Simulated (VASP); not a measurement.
Wanted: the native input for a VASP 6.6.1 run.

```yaml
Task: relaxation of the atoms
Functional: PBE
Potentials_or_basis: VASP PAW PBE potentials, release 64 (Ti_sv, H)
Cutoff: 520 eV
k_mesh: 9 × 9 × 1
Occupations: gaussian, width 0.1 eV
Spin: no spin polarisation
Dipole_correction: yes
Atoms_held_fixed_from_0: "[0, 1, 2, 3, 4]"
Further_INCAR_settings: ALGO = Fast; EDIFF = 1e-07; IBRION = 2; EDIFFG = -0.025; NSW = 36
Atoms_held_along_some_axes_from_0: atom 5 along a and b
```

The structure of Ti5H lies in POSCAR:

```
Ti5H
1.0
    2.9381632086      0.0000000000      0.0000000000
   -1.4690816043      2.5445239791      0.0000000000
    0.0000000000      0.0000000000     24.7117068140
Ti H
5 1
Selective dynamics
Direct
    0.6666666667      0.3333333333      0.1618666015  F F F
    0.3333333333      0.6666666667      0.2559609806  F F F
    0.6666666667      0.3333333333      0.3506708119  F F F
    0.3333333333      0.6666666667      0.4475655916  F F F
    0.6666666667      0.3333333333      0.5346335206  F F F
    0.6666666667      0.8333333333      0.5769233037  F F T
```

These files were run (other wordings do the same):

INCAR

```
  ALGO = Fast
  DIPOL = 0.5 0.5 0.388
  EDIFF = 1E-7
  EDIFFG = -0.025
  ENCUT = 520
  GGA = PE
  IBRION = 2
  IDIPOL = 3
  ISIF = 2
  ISMEAR = 0
  LASPH = True
  LCHARG = False
  LDIPOL = True
  LREAL = False
  LWAVE = False
  NELM = 80
  NSW = 36
  PREC = Accurate
  SIGMA = 0.1
```

KPOINTS

```
k-points
0
Gamma
  9 9 1
```

Potentials or basis: VASP PAW PBE potentials, release 64 (Ti_sv, H).

Launch:

```sh
$ cat potpaw_PBE.64/Ti_sv/POTCAR potpaw_PBE.64/H/POTCAR > POTCAR
$ mpirun -np 1 vasp_std > vasp.out
```

It gave:

The energy gained by relaxing is 5.8 meV/atom. The ionic steps are 4 and the band gap on the k mesh is zero (an odd number of electrons rules out a gap without spin polarisation).

It took 81 min on 1 thread of Oxide Virtual Turin-like Processor, with other jobs on the host, peak memory 0.38 GiB.
